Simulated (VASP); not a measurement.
Write the native input for VASP 6.6.1 that does the following.

```
Task                   : single point
Functional             : PBEsol
Potentials or basis    : VASP PAW PBE potentials, release 64 (Ti_sv, Al)
Cutoff                 : 520 eV
k mesh                 : 16 × 16 × 16
Occupations            : gaussian, width 0.15 eV
Spin                   : no spin polarisation
Dipole correction      : no
Further INCAR settings : ALGO = Fast; EDIFF = 1e-07; NBANDS = 14
```

The structure of TiAl lies in POSCAR:

```
TiAl
1.0
    3.2224982572      0.3874558022      0.3874558022
    0.3874558022      3.2224982572      0.3874558022
    0.3874558022      0.3874558022      3.2224982572
Ti Al
1 1
Direct
    0.0000000000      0.0000000000      0.0000000000
    0.5000000000      0.5000000000      0.5000000000
```

This cell differs from its parent crystal: ratio of the length along [111] to the lengths across it x 1.41, volume and fractional coordinates fixed.

These files were run (other wordings do the same):

INCAR

```
SYSTEM = TiAl
ALGO = Fast ; EDIFF = 1E-7
ENCUT = 520 ; GGA = PS
ISIF = 2 ; ISMEAR = 0
LASPH = .TRUE. ; LCHARG = .FALSE.
LREAL = .FALSE. ; LWAVE = .FALSE.
NBANDS = 14 ; NELM = 60
PREC = Accurate ; SIGMA = 0.15
```

KPOINTS

```
k-points
0
G
  16 16 16
  0 0 0
```

Potentials or basis: VASP PAW PBE potentials, release 64 (Ti_sv, Al).

The run is started by

```console
$ cat potpaw_PBE.64/Ti_sv/POTCAR potpaw_PBE.64/Al/POTCAR > POTCAR
$ mpirun -np 1 vasp_std > vasp.out
```

Results of the run:

```yaml
Pressure: 5.8 GPa
```

Caveat: the PAW data sets were made with another functional, which shifts forces and pressure a little.

Wall time 3.1 min on 1 thread of Intel(R) Xeon(R) 6975P-C (Granite Rapids) (shared host), peak memory 0.3 GiB.
